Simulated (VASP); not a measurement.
# HfS2 (P-3m1) in VASP: a series of runs

HfS2 is run at these levels: r2SCAN; tasks: single point.

Program: VASP 6.6.1. These are calculated values, not measurements. Logs are shortened: lines on timing, memory, paths and dates and some standing lists are left out, and cuts for length are marked.

## 1. The cell of the first run

Symmetry: P-3m1, No. 164, trigonal system. The conventional cell has a = 3.703 Å, b = 3.703 Å, c = 5.820 Å, α = 90.00°, β = 90.00°, γ = 120.00°. Within 3.4 Å of Hf (site symmetry -3m) lie 6 S at 2.56 Å. S (site symmetry 3m) has 3 Hf at 2.56 Å within 3.4 Å.

## 2. Single point, r2SCAN (epitaxial xy strain +2.0%)

Input file POSCAR:

```
HfS2
1.0
    3.7029018777      0.0000000000      0.0000000000
   -1.8514509388      3.2068070938      0.0000000000
    0.0000000000      0.0000000000      5.8195745691
Hf S
1 2
Direct
    0.0000000000      0.0000000000      0.0000000000
    0.3333333333      0.6666666667      0.2414297316
    0.6666666667      0.3333333333      0.7585702684
```

Input file INCAR.step1:

```
PREC = Accurate
ENCUT = 550
ISMEAR = 0
SIGMA = 0.01
LREAL = F
LASPH = T
NELM = 120
NBANDS = 18
GGA = PE
ALGO = Normal
EDIFF = 1E-5
LWAVE = T
LCHARG = F
GGA_COMPAT = F
```

Input file INCAR.step2:

```
PREC = Accurate
ENCUT = 550
EDIFF = 1E-6
ISMEAR = 0
SIGMA = 0.01
LREAL = F
LASPH = T
NELM = 120
ALGO = Normal
ISIF = 2
LWAVE = F
LCHARG = F
METAGGA = R2SCAN
LMIXTAU = T
NBANDS = 18
ISTART = 1
GGA_COMPAT = F
```

Input file KPOINTS:

```
Automatic mesh
0
Gamma
  12 12 4
```

Potentials or basis: VASP PAW PBE potentials, release 64 (Hf_pv, S).

Command:

```sh
cat potpaw_PBE.64/Hf_pv/POTCAR potpaw_PBE.64/S/POTCAR > POTCAR
cp INCAR.step1 INCAR
mpirun -np 1 vasp_std > vasp.out
cp INCAR.step2 INCAR
mpirun -np 1 vasp_std > vasp.out
```

OUTCAR:

```text
PREC = Accurate
   ENCUT = 550
   EDIFF = 1E-6
   ISMEAR = 0
   LREAL = F
   LASPH = T
   NELM = 120
   ISIF = 2
   METAGGA = R2SCAN
   ISTART = 1

 ion  position               nearest neighbor table
   1  0.000  0.000  0.000-   2 2.56   3 2.56   2 2.56   3 2.56   3 2.56   2 2.56
   2  0.333  0.667  0.241-   1 2.56   1 2.56   1 2.56
   3  0.667  0.333  0.759-   1 2.56   1 2.56   1 2.56

  LATTYP: Found a hexagonal cell.
 ALAT       =     3.7029018777
 C/A-ratio  =     1.5716253796

  Lattice vectors:

 A1 = (   3.7029018777,   0.0000000000,   0.0000000000)
 A2 = (  -1.8514509388,   3.2068070938,   0.0000000000)
 A3 = (   0.0000000000,   0.0000000000,   5.8195745691)

Analysis of symmetry for initial positions (statically):
=====================================================================
 Subroutine PRICEL returns:
 Original cell was already a primitive cell.

 Routine SETGRP: Setting up the symmetry group for a
 hexagonal supercell.

 Subroutine GETGRP returns: Found 12 space group operations
 (whereof 12 operations were pure point group operations)
 out of a pool of 24 trial point group operations.

The static configuration has the point symmetry D_3d.

Analysis of symmetry for dynamics (positions and initial velocities):
=====================================================================
 Subroutine PRICEL returns:
 Original cell was already a primitive cell.

 Routine SETGRP: Setting up the symmetry group for a
 hexagonal supercell.

 Subroutine GETGRP returns: Found 12 space group operations
 (whereof 12 operations were pure point group operations)
 out of a pool of 24 trial point group operations.

The dynamic configuration has the point symmetry D_3d.

 Subroutine INISYM returns: Found 12 space group operations
 (whereof 12 operations are pure point group operations),
 and found     1 'primitive' translations

----------------------------------------------------------------------------------------

                                     Primitive cell

  volume of cell :      69.1045

  direct lattice vectors                    reciprocal lattice vectors
     3.702901878  0.000000000  0.000000000     0.270058466  0.155918328  0.000000000
    -1.851450939  3.206807094  0.000000000     0.000000000  0.311836656  0.000000000
     0.000000000  0.000000000  5.819574569     0.000000000  0.000000000  0.171833867

  length of vectors
     3.702901878  3.702901878  5.819574569     0.311836656  0.311836656  0.171833867

  position of ions in fractional coordinates (direct lattice)
     0.000000000  0.000000000  0.000000000
     0.333333333  0.666666667  0.241429732
     0.666666667  0.333333333  0.758570268

  ion indices of the primitive-cell ions
   primitive index   ion index
                 1           1
                 2           2
                 3           3

----------------------------------------------------------------------------------------

 KPOINTS: Automatic mesh

Automatic generation of k-mesh.
 Grid dimensions read from file:
 generate k-points for:   12   12    4

 Generating k-lattice:

  Cartesian coordinates                     Fractional coordinates (reciprocal lattice)
     0.022504872  0.012993194  0.000000000     0.083333333  0.000000000  0.000000000
     0.000000000  0.025986388  0.000000000     0.000000000  0.083333333  0.000000000
     0.000000000  0.000000000  0.042958467     0.000000000  0.000000000  0.250000000

  Length of vectors
     0.025986388  0.025986388  0.042958467

  Shift w.r.t. Gamma in fractional coordinates (k-lattice)
     0.000000000  0.000000000  0.000000000

 Subroutine IBZKPT returns following result:
 ===========================================

 Found     69 irreducible k-points:

 Following reciprocal coordinates:
            Coordinates               Weight
  0.000000  0.000000  0.000000      1.000000
  0.083333 -0.000000  0.000000      6.000000
  0.166667  0.000000  0.000000      6.000000
  0.250000 -0.000000  0.000000      6.000000
  0.333333  0.000000  0.000000      6.000000
  0.416667 -0.000000  0.000000      6.000000
[... 16 lines left out ...]
  0.166667  0.000000  0.250000      6.000000
  0.000000  0.166667  0.250000      6.000000
 [... further k-points ...]
   k-points           NKPTS =     69   k-points in BZ     NKDIM =     69   number of bands    NBANDS=     18
   number of dos      NEDOS =    301   number of ions     NIONS =      3
   total plane-waves  NPLWV =  37632
   dimension x,y,z NGX =    28 NGY =   28 NGZ =   48
   dimension x,y,z NGXF=    56 NGYF=   56 NGZF=   96
   ions per type =               1   2
   NGX,Y,Z   is equivalent  to a cutoff of  12.57, 12.57, 13.71 a.u.
   NGXF,Y,Z  is equivalent  to a cutoff of  25.14, 25.14, 27.42 a.u.
 SYSTEM =  unknown system
   PREC   = accura    normal or accurate (medium, high low for compatibility)
   ISTART =      1    job   : 0-new  1-cont  2-samecut
   ICHARG =      0    charge: 1-file 2-atom 10-const
   ISPIN  =      1    spin polarized calculation?
   LNONCOLLINEAR =      F non collinear calculations
   LSORBIT =      F    spin-orbit coupling
   LASPH  =      T    aspherical Exc in radial PAW
   ENCUT  =  550.0 eV  40.42 Ry    6.36 a.u.   7.08  7.08 11.13*2*pi/ulx,y,z
   NELM   =    120;   NELMIN=  2; NELMDL=  0     # of ELM steps
   EDIFF  = 0.1E-05   stopping-criterion for ELM
   LREAL  =      F    real-space projection
   EDIFFG = 0.1E-04   stopping-criterion for IOM
   NSW    =      0    number of steps for IOM
   IBRION =     -1    ionic relax: 0-MD 1-quasi-New 2-CG
   NFREE  =      0    steps in history (QN), initial steepest desc. (CG)
   ISIF   =      2    stress and relaxation
   ISYM   =      2    0-nonsym 1-usesym 2-fastsym
   POTIM  = 0.5000    time-step for ionic-motion
   TEBEG  =    0.0;   TEEND  =   0.0 temperature during run
   PSTRESS=    0.0 pullay stress
   NELECT =      22.0000    total number of electrons
   NUPDOWN=      -1.0000    fix difference up-down
   EMIN   =  10.00;   EMAX   =-10.00  energy-range for DOS
   EFERMI =   0.00;   METHOD = LEGACY
   ISMEAR =     0;   SIGMA  =   0.01  broadening in eV -4-tet -1-fermi 0-gaus
   EFERMI_NEDOS =   21; number of points for ismear=-14 and -15
   IALGO  =     38    algorithm
   IMIX   =      4    mixing-type and parameters
     AMIX     =   0.40;   BMIX     =  1.00
     AMIX_MAG =   1.60;   BMIX_MAG =  1.00
  volume/ion in A,a.u.               =      23.03       155.45
  Fermi-wavevector in a.u.,A,eV,Ry     =   1.117842  2.112414 17.001432  1.249570
  Thomas-Fermi vector in A             =   2.254468
   LORBIT       =      0    0 simple, 1 ext, 2 COOP (PROOUT), +10 PAW based schemes
   METAGGA = R2SCAN    functional components
   LHFCALC =     F    Hartree Fock is set to
   AEXX    =    0.0000 exact exchange contribution
   IVDW    =     0    specifies the selected vdW correction
   LEPSILON=     F    determine dielectric tensor
   LRPA    =     F    only Hartree local field effects (RPA)
 non-spin polarized calculation
 Gauss-broadening in eV      SIGMA  =   0.01
  energy-cutoff  :      550.00
  volume of cell :       69.10
 maximum number of plane-waves:      2049
   NGX = 15   NGY = 15   NGZ = 23

 number of electron      22.0000001 magnetization

 Free energy of the ion-electron system (eV)
  ---------------------------------------------------
  ext. energy  EPLUGINS =         0.00000000
  ---------------------------------------------------
  free energy    TOTEN  =       -66.60666336 eV

  energy without entropy =      -66.60666336  energy(sigma->0) =      -66.60666336

 E-fermi :   2.9745     XC(G=0): -10.0227

 val. band max:        2.9056223435   @ k =   0.0833  -0.0000   0.0000
 cond. band min:       4.3621411492   @ k =   0.5000  -0.0000   0.5000
 fundamental gap:      1.4565188057
 Fermi energy:         2.9744928358

 k-point     1 :       0.0000    0.0000    0.0000
  band No.  band energies     occupation
      1     -29.2113      2.00000
      2     -29.0978      2.00000
      3     -29.0978      2.00000
      4     -10.7633      2.00000
      5      -8.9901      2.00000
      6      -1.8534      2.00000
[... 10 lines left out ...]
     17       8.9696      0.00000
     18       8.9876      0.00000

 k-point     2 :       0.0833   -0.0000    0.0000
  band No.  band energies     occupation
      1     -29.2092      2.00000
      2     -29.1087      2.00000
      3     -29.1003      2.00000
      4     -10.6852      2.00000
      5      -9.0085      2.00000
      6      -1.7583      2.00000
[... 10 lines left out ...]
     17       9.2822      0.00000
     18       9.6716      0.00000

 k-point     3 :       0.1667    0.0000    0.0000
  band No.  band energies     occupation
      1     -29.2035      2.00000
      2     -29.1382      2.00000
      3     -29.1069      2.00000
      4     -10.4646      2.00000
      5      -9.0585      2.00000
      6      -1.4891      2.00000
[... 10 lines left out ...]
     17      10.0579      0.00000
     18      10.6792      0.00000

 k-point     4 :       0.2500   -0.0000    0.0000
  band No.  band energies     occupation
      1     -29.1961      2.00000
      2     -29.1777      2.00000
      3     -29.1159      2.00000
      4     -10.1438      2.00000
      5      -9.1239      2.00000
      6      -1.1408      2.00000
[... 375 lines left out ...]
      4     -10.5839      2.00000
      5      -9.1809      2.00000
      6      -1.3405      2.00000
[... 10 lines left out ...]
     17       9.6777      0.00000
     18      10.2727      0.00000

 k-point    23 :       0.1667    0.0000    0.2500
  band No.  band energies     occupation
      1     -29.2036      2.00000
      2     -29.1382      2.00000
      3     -29.1069      2.00000
      4     -10.3614      2.00000
      5      -9.2172      2.00000
      6      -1.1633      2.00000
[... 10 lines left out ...]
     17      10.6673      0.00000
     18      10.8257      0.00000

 k-point    24 :       0.0000    0.1667    0.2500
  band No.  band energies     occupation
      1     -29.2036      2.00000
      2     -29.1382      2.00000
      3     -29.1069      2.00000
      4     -10.3725      2.00000
      5      -9.1983      2.00000
      6      -1.2626      2.00000
[... 10 lines left out ...]
     17      10.3053      0.00000
     18      10.8703      0.00000

 [... further k-points ...]
[... 5 lines left out ...]
  --------------------------------------------------------------------------------------
  -------------------------------------------------------------------------------------
  Total       -1.3656349     -1.3656349      0.1635177     -0.0000000      0.0000000      0.0000000
  in kB      -31.6620423    -31.6620423      3.7911328     -0.0000000      0.0000000      0.0000000
  external PRESSURE =     -19.8443173 kB  Pullay stress =       0.0000000 kB

 VOLUME and BASIS-vectors are now :
 -----------------------------------------------------------------------------
  energy-cutoff  :      550.00
  volume of cell :       69.10
      direct lattice vectors                 reciprocal lattice vectors
     3.702901878  0.000000000  0.000000000     0.270058466  0.155918328  0.000000000
    -1.851450939  3.206807094  0.000000000     0.000000000  0.311836656  0.000000000
     0.000000000  0.000000000  5.819574569     0.000000000  0.000000000  0.171833867

 POSITION                                       TOTAL-FORCE (eV/Angst)
 -----------------------------------------------------------------------------------
      0.00000      0.00000      0.00000        -0.000000      0.000000      0.000000
     -0.00000      2.13787      1.40502         0.000000      0.000000     -0.120055
      1.85145      1.06894      4.41456        -0.000000     -0.000000      0.120055
 -----------------------------------------------------------------------------------
    total drift:                                0.000000     -0.000000      0.000000

  FREE ENERGIE OF THE ION-ELECTRON SYSTEM (eV)
  ---------------------------------------------------
  free  energy   TOTEN  =       -66.6066633612 eV

  energy  without entropy=      -66.6066633612  energy(sigma->0) =      -66.60666336
```

It took 2.8 min on 1 thread of Intel Xeon Platinum 8488C (Sapphire Rapids), shared host; peak memory 0.25 GiB.

Results:

```
Free energy            : -66.6067 eV
Pressure               : -2.0 GPa
Largest force          : 0.120 eV/Å
Band gap on the k mesh : 1.46 eV, indirect (least direct gap 2.13 eV)
```

Forces in eV/Å, atoms in the order of the input:
```
Hf   0.000  0.000  0.000
S    0.000  0.000 -0.120
S    0.000  0.000  0.120
```

Caveat: the cell differs from its parent crystal (epitaxial xy strain +2.0%); the PAW data sets were made with another functional, which shifts forces and pressure a little; spin-orbit coupling is left out, which moves the levels of the heavy elements. A k mesh can miss the band edges.

## 3. Single point, r2SCAN (epitaxial xy strain +3.0%)

Input file POSCAR:

```
HfS2
1.0
    3.7392048372      0.0000000000      0.0000000000
   -1.8696024186      3.2382463790      0.0000000000
    0.0000000000      0.0000000000      5.7901827784
Hf S
1 2
Direct
    0.0000000000      0.0000000000      0.0000000000
    0.3333333333      0.6666666667      0.2397385716
    0.6666666667      0.3333333333      0.7602614284
```

Input file INCAR.step1:

```
ALGO = Normal
EDIFF = 1E-5
ENCUT = 550
GGA = PE
GGA_COMPAT = False
ISMEAR = 0
LASPH = True
LCHARG = False
LREAL = False
LWAVE = True
NBANDS = 18
NELM = 120
PREC = Accurate
SIGMA = 0.01
```

Input file INCAR.step2:

```
ALGO = Normal
EDIFF = 1E-6
ENCUT = 550
GGA_COMPAT = False
ISIF = 2
ISMEAR = 0
ISTART = 1
LASPH = True
LCHARG = True
LELF = True
LMIXTAU = True
LREAL = False
LVHAR = True
LWAVE = False
METAGGA = R2SCAN
NBANDS = 18
NELM = 120
PREC = Accurate
SIGMA = 0.01
```

Input file KPOINTS:

```
k-points
0
Gamma
  12 12 4
```

Potentials or basis: VASP PAW PBE potentials, release 64 (Hf_pv, S).

Command:

```sh
cat potpaw_PBE.64/Hf_pv/POTCAR potpaw_PBE.64/S/POTCAR > POTCAR
cp INCAR.step1 INCAR
mpirun -np 1 vasp_std > vasp.out
cp INCAR.step2 INCAR
mpirun -np 1 vasp_std > vasp.out
```

Wall time 3.5 min (1 thread of Intel Xeon Platinum 8488C (Sapphire Rapids), shared host); peak memory 0.27 GiB.

It converged, with:

```yaml
Free_energy: -66.5751 eV
Pressure: -3.0 GPa
Largest_force: 0.118 eV/Å
Band_gap_on_the_k_mesh: 1.50 eV, indirect (least direct gap 2.06 eV)
```

Forces in eV/Å, atoms in the order of the input:
```
Hf   0.000  0.000  0.000
S    0.000  0.000 -0.118
S    0.000  0.000  0.118
```

Stress tensor (GPa, compression positive):
```
-4.66  0.00  0.00
 0.00 -4.66  0.00
 0.00  0.00  0.39
```

Levels at points of the mesh, in eV from the valence-band top:
```tsv
k point	band 9	band 10	band 11	band 12	band 13	band 14
(0.00, 0.00, 0.00)	-0.41	-0.41	0.00	2.06	2.06	2.97
(0.50, 0.00, 0.00)	-2.47	-2.03	-1.73	1.54	3.77	3.89
(0.00, 0.00, 0.50)	-1.78	-0.55	-0.55	2.01	2.01	3.08
(0.50, 0.00, 0.50)	-2.29	-1.48	-0.95	1.50	3.84	3.87
```

Caveat: the cell differs from its parent crystal (epitaxial xy strain +3.0%); the PAW data sets were made with another functional, which shifts forces and pressure a little; spin-orbit coupling is left out, which moves the levels of the heavy elements.

[end of part 1 of 2]
